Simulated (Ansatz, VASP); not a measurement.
## GaAs: VASP beside Ansatz

```
Ga As
1.0
     0.00000    2.83308    2.83308
     2.83308    0.00000    2.83308
     2.83308    2.83308    0.00000
Ga As
1 1
Direct
  0.00000 0.00000 0.00000
  0.25000 0.25000 0.25000
```

Alike in both runs: task single point; functional r2SCAN; k mesh 6 × 6 × 6; no spin polarisation.

```csv
,VASP,Ansatz
version,VASP 6.6.1,Ansatz 0.2.0
potentials or method,"VASP PAW PBE potentials, release 64 (Ga_d, As)","plane waves, PAW"
plane-wave cutoff (eV),550,500
occupations,"gaussian, width 0.01 eV",fixed
valence electrons in the cell,18,28
```

|  | VASP | Ansatz | Ansatz less VASP |
| --- | --- | --- | --- |
| gap on the k mesh at the Fermi level (eV) | 0.94 | 0.96 | +0.019 |
| pressure (GPa) | 0.1 | 0.0 | -0.12 |

VASP's potentials were made for PBE, not for r2SCAN. VASP's potentials hold 18 valence electrons a cell and Ansatz's 28, so a difference there can come from the potentials and not from the codes.
